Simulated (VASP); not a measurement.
# S: relaxation of cell and atoms with PBE

S:

```xyz
2
Lattice="2.9700 0.0000 0.0000 -1.4850 2.5721 0.0000 0.0000 0.0000 4.8500" Properties=species:S:1:pos:R:3 pbc="T T T"
S     0.0000    1.7147    1.2125
S     1.4850    0.8574    3.6375
```

| Quantity | Value |
| --- | --- |
| Program | VASP 6.6.1 |
| Task | relaxation of cell and atoms |
| Functional | PBE |
| Potentials or basis | VASP PAW PBE potentials, release 64 (S) |
| Cutoff | 600 eV |
| k mesh | 9 × 9 × 5 |
| Occupations | fermi-dirac, width 0.05 eV |
| Spin | no spin polarisation |
| Dipole correction | no |
| Further INCAR settings | ALGO = Normal; EDIFF = 1e-07; IBRION = 2; EDIFFG = -0.01; NSW = 80; ISIF = 3 |

The relaxed volume is 16.87 Å³/atom. The relaxed cell is a = 3.314 Å, b = 3.314 Å, c = 3.547 Å, α = 90.00°, β = 90.00°, γ = 120.00° and the space group after relaxing (to 0.05 Å) is P6_3/mmc (No. 194). The energy gained by relaxing is 513.7 meV/atom, the ionic steps are 19 and the pressure after relaxing is 0.0 GPa. The band gap on the k mesh is zero (band 6 reaches 7.85 eV, above the bottom of band 7 at 5.48 eV).

The path:
```tsv
step	energy change (eV)	largest force (eV/Å)	pressure (GPa)	volume (Å³)
1	0.0000	0.0000	-8.63	37.05
2	-0.2111	0.0000	-0.16	31.93
3	-0.2179	0.0000	1.90	31.16
4	-0.3824	0.0000	3.58	30.49
5	-0.7227	0.0000	20.30	27.76
6	-0.7066	0.0000	9.55	29.16
7	-0.7800	0.0000	15.05	28.35
8	-0.8256	0.0000	14.55	28.65
9	-0.8512	0.0000	14.31	29.42
10	-0.9162	0.0000	10.74	30.29
11	-1.0179	0.0000	2.58	32.98
12	-1.0263	0.0000	0.42	33.95
13	-1.0265	0.0000	0.02	34.14
14	-1.0266	0.0000	0.00	34.13
15	-1.0268	0.0000	-0.03	34.09
16	-1.0271	0.0000	-0.11	34.00
17	-1.0272	0.0000	-0.25	33.82
18	-1.0273	0.0000	-0.21	33.89
19	-1.0273	0.0000	0.04	33.73
```

Final structure:
```
S
1.0
     3.31354    0.00000    0.00000
    -1.65677    2.86961    0.00000
     0.00000    0.00000    3.54740
S
2
Cartesian
  0.0000 1.9131 0.8868
  1.6568 0.9565 2.6605
```

Levels at points of the mesh, in eV from the Fermi level:
| k point | band 2 | band 3 | band 4 | band 5 | band 6 | band 7 | band 8 | band 9 | band 10 |
| --- | --- | --- | --- | --- | --- | --- | --- | --- | --- |
| (0.00, 0.00, 0.00) | -9.13 | -5.50 | -2.34 | -2.34 | 0.95 | 0.95 | 3.78 | 4.38 | 9.29 |

It took 73 s on 1 thread of AMD EPYC 9R45 96-Core Processor (Zen 5) (shared host), peak memory 0.13 GiB.
